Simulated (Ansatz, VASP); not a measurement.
**Two plane-wave programs on Cu2H3**

```
CELL_PARAMETERS angstrom
2.48357 1.43389 2.00557
-2.48357 1.43389 2.00557
0.00000 -2.86779 2.00557
ATOMIC_POSITIONS crystal
Cu 0.26000 0.26000 0.26000
Cu 0.74000 0.74000 0.74000
H 0.00000 0.25000 0.75000
H 0.75000 0.00000 0.25000
H 0.25000 0.75000 0.00000
```

Change from the starting cell: species swapped into the Ni3Se2 type (R32, No. 155).

Alike in both runs: task single point; functional PBE; k mesh 6 × 6 × 6; occupations gaussian, width 0.1 eV; no spin polarisation.

```csv
,VASP,Ansatz
version,VASP 6.6.1,Ansatz 0.2.0
potentials or method,"VASP PAW PBE potentials, release 64 (Cu, H), cutoff 520 eV","scalar-relativistic, plane waves, PAW"
valence electrons in the cell,25,41
```

VASP gave:

- gap on the k mesh at the Fermi level (eV): none
- pressure (GPa): -12.8
- traceless stress, the component that is largest in VASP (GPa): 9.43
- rms of the force components (eV/Å): 0.345

**Question.** Which values does Ansatz return?

**Answer.** gap on the k mesh at the Fermi level (eV): none; pressure (GPa): -12.8; traceless stress, the component that is largest in VASP (GPa): 9.39; rms of the force components (eV/Å): 0.345.

Atom by atom the forces differ by 0.001 eV/Å (rms over components). A gap of «none» marks a metal or a gap that the smearing closes. With one functional, cell and mesh, what is left measures potentials, basis and numerics. VASP's potentials hold 25 valence electrons a cell and Ansatz's 41, so a difference there can come from the potentials and not from the codes.
